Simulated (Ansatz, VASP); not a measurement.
# One calculation of Be, two programs

File POSCAR:

```
Be
1.0
    3.7777808093      0.0000000000      0.0000000000
    0.0000000000      3.7777808093      0.0000000000
    0.0000000000      0.0000000000      2.3001344087
Be
4
Direct
    0.2974080000      0.2974080000      0.0000000000
    0.7025920000      0.7025920000      0.0000000000
    0.2025920000      0.7974080000      0.5000000000
    0.7974080000      0.2025920000      0.5000000000
```

File INCAR.step1:

```
PREC     = Accurate       # precision mode
ENCUT    = 660            # plane-wave cutoff, eV
ISMEAR   = -1             # smearing method
SIGMA    = 0.15           # smearing width, eV
LREAL    = F              # projectors in reciprocal space
LASPH    = T              # aspherical terms in the spheres
NELM     = 120            # most SCF steps
NBANDS   = 12             # bands
GGA      = PE             # functional
ALGO     = Normal         # electronic algorithm
EDIFF    = 1E-5           # SCF threshold, eV
LWAVE    = T              # write WAVECAR
LCHARG   = F              # write CHGCAR
GGA_COMPAT= F
```

Contents of INCAR.step2:

```
PREC     = Accurate       # precision mode
ENCUT    = 660            # plane-wave cutoff, eV
EDIFF    = 1E-6           # SCF threshold, eV
ISMEAR   = -1             # smearing method
SIGMA    = 0.15           # smearing width, eV
LREAL    = F              # projectors in reciprocal space
LASPH    = T              # aspherical terms in the spheres
NELM     = 120            # most SCF steps
ALGO     = Normal         # electronic algorithm
ISIF     = 2              # what is computed and relaxed
LWAVE    = F              # write WAVECAR
LCHARG   = F              # write CHGCAR
METAGGA  = R2SCAN         # meta-GGA
LMIXTAU  = T            
NBANDS   = 12             # bands
ISTART   = 1            
GGA_COMPAT= F
```

The input KPOINTS:

```
regular mesh
0
Gamma
  6 6 10
```

Input for Ansatz:

```yaml
crystal:
  lattice:
    - [3.777780809261323, 0.0, 0.0]
    - [0.0, 3.777780809261323, 0.0]
    - [0.0, 0.0, 2.300134408740779]
  atoms:
    - { symbol: Be, position: [0.297408, 0.297408, 0.0] }
    - { symbol: Be, position: [0.702592, 0.702592, 0.0] }
    - { symbol: Be, position: [0.202592, 0.797408, 0.5] }
    - { symbol: Be, position: [0.797408, 0.202592, 0.5] }
kpoints:
  mp_grid:
    grid: [6, 6, 10]
hamiltonian:
  xc: r2scan
  pseudopotentials:
    kind: nc
scf:
  max_iter: 80
  n_extra_bands: 2
  convergence:
    dr2_threshold: 1.0e-06
  mixing:
    algorithm: anderson
    beta: 0.2
  occupations:
    method: fermi_dirac
    width: 0.15
output:
  stress: true
```

Alike in both runs: task single point; functional r2SCAN; k mesh 6 × 6 × 10; occupations fermi-dirac, width 0.15 eV; no spin polarisation.

|  | VASP | Ansatz |
| --- | --- | --- |
| version | VASP 6.6.1 | Ansatz 0.2.0 |
| potentials or method | VASP PAW PBE potentials, release 64 (Be) | plane waves, norm-conserving potentials |
| plane-wave cutoff (eV) | 660 | 1520 |
| valence electrons in the cell | 8 | 16 |

Ansatz gave:

```
gap on the k mesh at the Fermi level (eV)                     : none
pressure (GPa)                                                : -2.6
traceless stress, the component that is largest in VASP (GPa) : 1.17
```

Question: What did VASP give for the same quantities?

Answer: gap on the k mesh at the Fermi level (eV): none; pressure (GPa): -2.6; traceless stress, the component that is largest in VASP (GPa): 1.15.

VASP's potentials were made for PBE, not for r2SCAN. A gap of «none» marks a metal or a gap that the smearing closes. VASP's potentials hold 8 valence electrons a cell and Ansatz's 16, so a difference there can come from the potentials and not from the codes. Ansatz's warnings: stress scf threshold loose.
